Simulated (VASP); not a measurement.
Here is a VASP 6.6.1 calculation.

File INCAR:

```
PREC = Accurate
ENCUT = 520
EDIFF = 1E-7
ISMEAR = 0
SIGMA = 0.02
LREAL = Auto
LASPH = True
NELM = 100
ALGO = Normal
ISIF = 2
LWAVE = False
LCHARG = False
GGA = PE
NBANDS = 163
NELECT = 250.0
```

The input KPOINTS:

```
regular mesh
0
Gamma
  1 1 1
```

File POSCAR:

```
Si
1.0
   10.8600000000      0.0000000000      0.0000000000
    0.0000000000     10.8600000000      0.0000000000
    0.0000000000      0.0000000000     10.8600000000
Si
63
Direct
    0.4999071011     -0.0000928989      0.0007001486
    0.6250322100      0.1250322100      0.1249426284
    0.7501638666      0.2501638666      0.0001638666
    0.8750000000      0.3750000000      0.1250000000
    0.7492351481      0.0015508861      0.2507648519
    0.8750573716      0.1250322100      0.3749677900
    0.0007648519      0.0015508861     -0.0007648519
    0.1249677900      0.1250322100      0.1250573716
    0.2484491139      0.2492351481     -0.0007648519
    0.3750000000      0.3750000000      0.1250000000
    0.5015508861      0.5007648519     -0.0007648519
    0.6250322100      0.6249677900      0.1250573716
    0.7492351481      0.7484491139     -0.0007648519
    0.8750000000      0.8750000000      0.1250000000
    0.2500928989     -0.0000928989      0.2492998514
    0.3729758756      0.1234995838      0.3765004162
    0.5015508861      0.2492351481      0.2507648519
    0.6250322100      0.3750573716      0.3749677900
    0.7501638666      0.4998361334      0.2498361334
    0.8749426284      0.6249677900      0.3749677900
    0.4998632622     -0.0001367378      0.5001367378
    0.6234995838      0.1234995838      0.6270241244
    0.7492351481      0.2492351481      0.4984491139
    0.8750000000      0.3750000000      0.6250000000
    0.7507001486     -0.0000928989      0.7499071011
    0.8749426284      0.1250322100      0.8750322100
   -0.0001638666      0.4998361334      0.0001638666
    0.1249677900      0.6249677900      0.1249426284
    0.2500928989      0.7500928989      0.0007001486
    0.3750000000      0.8750000000      0.1250000000
   -0.0001638666      0.2501638666      0.2498361334
    0.1249677900      0.3749426284      0.3749677900
    0.2484491139      0.5007648519      0.2507648519
    0.3770241244      0.6265004162      0.3765004162
    0.4999071011      0.7500928989      0.2492998514
    0.6234995838      0.8729758756      0.3765004162
   -0.0007001486     -0.0000928989      0.5000928989
    0.1265004162      0.1234995838      0.6229758756
    0.2500928989      0.2507001486      0.5000928989
    0.3750000000      0.3750000000      0.6250000000
    0.4999071011      0.4992998514      0.5000928989
    0.6234995838      0.6265004162      0.6229758756
    0.7507001486      0.7500928989      0.5000928989
    0.8750000000      0.8750000000      0.6250000000
    0.2501367378     -0.0001367378      0.7498632622
    0.3770241244      0.1234995838      0.8734995838
    0.4999071011      0.2507001486      0.7499071011
    0.6250322100      0.3749426284      0.8750322100
    0.7492351481      0.5007648519      0.7515508861
    0.8750573716      0.6249677900      0.8750322100
    0.0007648519      0.7484491139      0.2507648519
    0.1265004162      0.8770241244      0.3765004162
    0.0007648519      0.5007648519      0.4984491139
    0.1265004162      0.6265004162      0.6270241244
    0.2501367378      0.7501367378      0.5001367378
    0.4998632622      0.7501367378      0.7498632622
    0.0007648519      0.2492351481      0.7515508861
    0.1249677900      0.3750573716      0.8750322100
    0.2500928989      0.4992998514      0.7499071011
    0.3729758756      0.6265004162      0.8734995838
    0.6234995838      0.8770241244      0.8734995838
   -0.0007001486      0.7500928989      0.7499071011
    0.1265004162      0.8729758756      0.8734995838
```

Potentials or basis: VASP PAW PBE potentials, release 64 (Si).

Run with:

```bash
$ cat potpaw_PBE.64/Si/POTCAR > POTCAR
$ mpirun -np 1 vasp_gam > vasp.out
```

**Question.** Estimate the largest force.

**Answer.** 0.012 eV/Å.

Forces in eV/Å, atoms in the order of the input:
```
Si  -0.006 -0.006  0.001
Si  -0.002 -0.002  0.003
Si   0.002  0.002  0.002
Si   0.000  0.000  0.000
Si   0.005 -0.009 -0.005
Si  -0.003 -0.002  0.002
Si  -0.005 -0.009  0.005
Si   0.002 -0.002 -0.003
Si   0.009  0.005  0.005
Si   0.000  0.000  0.000
Si  -0.009 -0.005  0.005
Si  -0.002  0.002 -0.003
Si   0.005  0.009  0.005
Si   0.000  0.000  0.000
Si   0.006 -0.006 -0.001
Si   0.001 -0.006  0.006
Si  -0.009  0.005 -0.005
Si  -0.002 -0.003  0.002
Si   0.002 -0.002 -0.002
Si   0.003  0.002  0.002
Si   0.007  0.007 -0.007
Si  -0.006 -0.006 -0.001
Si   0.005  0.005  0.009
Si   0.000  0.000  0.000
Si   0.001 -0.006 -0.006
Si   0.003 -0.002 -0.002
Si  -0.002 -0.002  0.002
Si   0.002  0.002  0.003
Si   0.006  0.006  0.001
Si   0.000  0.000  0.000
Si  -0.002  0.002 -0.002
Si   0.002  0.003  0.002
Si   0.009 -0.005 -0.005
Si  -0.001  0.006  0.006
Si  -0.006  0.006 -0.001
Si  -0.006  0.001  0.006
Si  -0.001 -0.006  0.006
Si   0.006 -0.006  0.001
Si   0.006  0.001  0.006
Si   0.000  0.000  0.000
Si  -0.006 -0.001  0.006
Si  -0.006  0.006  0.001
Si   0.001  0.006  0.006
Si   0.000  0.000  0.000
Si  -0.007  0.007  0.007
Si  -0.001 -0.006 -0.006
Si  -0.006  0.001 -0.006
Si  -0.002  0.003 -0.002
Si   0.005 -0.005 -0.009
Si  -0.003  0.002 -0.002
Si  -0.005  0.009 -0.005
Si   0.006 -0.001  0.006
Si  -0.005 -0.005  0.009
Si   0.006  0.006 -0.001
Si  -0.007 -0.007 -0.007
Si   0.007 -0.007  0.007
Si  -0.005  0.005 -0.009
Si   0.002 -0.003 -0.002
Si   0.006 -0.001 -0.006
Si   0.001  0.006 -0.006
Si  -0.006 -0.001 -0.006
Si  -0.001  0.006 -0.006
Si   0.006  0.001 -0.006
```

Caveat: the k points lie up to 0.58 Å⁻¹ apart; the cell carries a net charge on a neutralising background, which shifts energy and pressure.
